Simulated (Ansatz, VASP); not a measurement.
## LiF: VASP beside Ansatz

INCAR

```
SYSTEM = LiF
PREC = Accurate ; ENCUT = 520
EDIFF = 1E-6 ; ISMEAR = 0
SIGMA = 0.05 ; LREAL = .FALSE.
LASPH = .TRUE. ; NELM = 100
ALGO = Normal ; ISIF = 2
LWAVE = .FALSE. ; LCHARG = .TRUE.
GGA = PE ; LELF = .TRUE.
LVHAR = .TRUE. ; NBANDS = 12
```

KPOINTS

```
regular mesh
0
G
  10 10 10
  0 0 0
```

POSCAR

```
LiF
1.0
    0.0000000000      1.8528800000      1.9334400000
    1.8528800000      0.0000000000      1.9334400000
    1.8528800000      1.8528800000      0.0000000000
Li F
1 1
Direct
    0.0000000000      0.0000000000      0.0000000000
    0.5000000000      0.5000000000      0.5000000000
```

Input for Ansatz:

```yaml
crystal:
  lattice:
    - [0.0, 1.85288, 1.93344]
    - [1.85288, 0.0, 1.93344]
    - [1.85288, 1.85288, 0.0]
  atoms:
    - { symbol: Li, position: [0.0, 0.0, 0.0] }
    - { symbol: F, position: [0.5, 0.5, 0.5] }
basis:
  ecutwfc: 420
kpoints:
  mp_grid: { grid: [10, 10, 10] }
hamiltonian:
  xc: pbe
scf:
  occupations: { method: gaussian, width: 0.05 }
output:
  forces: true
  stress: true
  eigenvalues: true
```

Change from the starting cell: strain -0.080 along x and y, -0.040 along z, atoms carried along.

Alike in both runs: task single point; functional PBE; k mesh 10 × 10 × 10; occupations gaussian, width 0.05 eV; no spin polarisation.

|  | VASP | Ansatz |
| --- | --- | --- |
| version | VASP 6.6.1 | Ansatz 0.2.0 |
| potentials or method | VASP PAW PBE potentials, release 64 (Li_sv, F), cutoff 520 eV | scalar-relativistic, plane waves, PAW |
| valence electrons in the cell | 10 | 10 |

|  | VASP | Ansatz | Ansatz less VASP |
| --- | --- | --- | --- |
| gap on the k mesh at the Fermi level (eV) | 11.11 | 11.11 | +0.001 |
| least direct gap on the mesh (eV) | 11.11 | 11.11 | +0.001 |

With one functional, cell and mesh, what is left measures potentials, basis and numerics.

Noted on VASP's run: the cutoff is short for stress, so the pressure is rough.
